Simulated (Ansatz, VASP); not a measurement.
# PtSe2: VASP beside Ansatz

Contents of INCAR:

```
PREC = Accurate ; ENCUT = 520
EDIFF = 1E-7 ; ISMEAR = 0
SIGMA = 0.15 ; LREAL = False
LASPH = True ; NELM = 80
ALGO = Normal ; ISIF = 2
LWAVE = False ; LCHARG = False
GGA = PE ; NBANDS = 18
```

File KPOINTS:

```
regular mesh
0
Gamma
  12 12 10
```

The input POSCAR:

```
PtSe2
1.0
    3.7240006046      0.0000000000      0.0651700106
   -1.8620003023      3.2250791273     -0.0325850053
    0.0885850000      0.0000000000      5.0620000000
Pt Se
1 2
Direct
    0.0000000000      0.0000000000      0.0000000000
    0.3333333333      0.6666666667      0.2500000000
    0.6666666667      0.3333333333      0.7500000000
```

Input for Ansatz:

```yaml
crystal:
  lattice:
    - [3.7240006046, 0.0, 0.0651700106]
    - [-1.8620003023, 3.2250791273, -0.0325850053]
    - [0.088585, 0.0, 5.062]
  atoms:
    - { symbol: Pt, position: [0.0, 0.0, 0.0] }
    - { symbol: Se, position: [0.3333333333, 0.6666666667, 0.25] }
    - { symbol: Se, position: [0.6666666667, 0.3333333333, 0.75] }
basis:
  ecutwfc: 420
kpoints:
  mp_grid: { grid: [12, 12, 10] }
hamiltonian:
  xc: pbe
scf:
  occupations: { method: gaussian, width: 0.15 }
output:
  forces: true
  stress: true
  eigenvalues: true
```

Change from the starting cell: strain +0.0350 x Voigt [0, 0, 0, 0, 1, 0], atoms carried along.

Alike in both runs: task single point; functional PBE; k mesh 12 × 12 × 10; occupations gaussian, width 0.15 eV; no spin polarisation.

|  | VASP | Ansatz |
| --- | --- | --- |
| version | VASP 6.6.1 | Ansatz 0.2.0 |
| potentials or method | VASP PAW PBE potentials, release 64 (Pt, Se), cutoff 520 eV | scalar-relativistic, plane waves, PAW |
| valence electrons in the cell | 22 | 50 |

Ansatz gave:

```
gap on the k mesh at the Fermi level (eV)                     : none
pressure (GPa)                                                : 7.5
traceless stress, the component that is largest in VASP (GPa) : -3.14
rms of the force components (eV/Å)                            : 0.330
```

Task: Estimate VASP's values.

Result: gap on the k mesh at the Fermi level (eV): none; pressure (GPa): 7.5; traceless stress, the component that is largest in VASP (GPa): -3.14; rms of the force components (eV/Å): 0.333.

Atom by atom the forces differ by 0.003 eV/Å (rms over components). A gap of «none» marks a metal or a gap that the smearing closes. With one functional, cell and mesh, what is left measures potentials, basis and numerics. VASP's potentials hold 22 valence electrons a cell and Ansatz's 50, so a difference there can come from the potentials and not from the codes.

Neither program's run includes spin-orbit coupling.
